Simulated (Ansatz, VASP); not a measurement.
## Ga in VASP and in Ansatz

INCAR

```
SYSTEM = Ga
PREC = Accurate ; ENCUT = 600
EDIFF = 1E-6 ; ISMEAR = -1
SIGMA = 0.05 ; LREAL = .False.
LASPH = .True. ; NELM = 60
ALGO = Normal ; ISIF = 3
LWAVE = .False. ; LCHARG = .False.
GGA = PE ; IBRION = 2
NSW = 45 ; EDIFFG = -0.005
```

File KPOINTS:

```
Automatic mesh
0
Gamma
  16 16 9
  0 0 0
```

POSCAR

```
Ga
1.0
    2.9874227355      0.0000000000      0.0000000000
   -1.4937113678      2.5871839808      0.0000000000
    0.0000000000      0.0000000000      4.9255626940
Ga
2
Direct
    0.3333333333      0.6666666667      0.2500000000
    0.6666666667      0.3333333333      0.7500000000
```

Input for Ansatz:

```yaml
crystal:
  lattice:
    - [2.9874227355, 0.0, 0.0]
    - [-1.4937113678, 2.5871839808, 0.0]
    - [0.0, 0.0, 4.925562694]
  atoms:
    - { symbol: Ga, position: [0.3333333333, 0.6666666667, 0.25] }
    - { symbol: Ga, position: [0.6666666667, 0.3333333333, 0.75] }
kpoints:
  mp_grid: { grid: [16, 16, 9] }
scf:
  occupations: { method: fermi_dirac, width: 0.05 }
hamiltonian:
  xc: pbe
  pseudopotentials:
    kind: all_electron
    lapw: { basis_error: 0.0005 }
    relativity: none
output:
  forces: true
  stress: true
  eigenvalues: true
  populations: true
relax:
  f_tol: 0.005
  max_steps: 25
  cell: {}
```

Alike in both runs: task relaxation of cell and atoms; functional PBE; k mesh 16 × 16 × 9; occupations fermi-dirac, width 0.05 eV; no spin polarisation.

|  | VASP | Ansatz |
| --- | --- | --- |
| version | VASP 6.6.1 | Ansatz 0.2.0 |
| potentials or method | VASP PAW PBE potentials, release 64 (Ga_d), cutoff 600 eV | all-electron LAPW, non-relativistic |

VASP gave:

```
relaxed volume (Å³/atom)                                        : 19.04
relaxed length of the cell vector where the two differ most in proportion (Å) : 2.988
```

**Question.** Estimate Ansatz's values.

**Answer.** Relaxed volume (Å³/atom): 18.98; relaxed length of the cell vector where the two differ most in proportion (Å): 2.983.

Ansatz ran all-electron here, and VASP with PAW potentials.
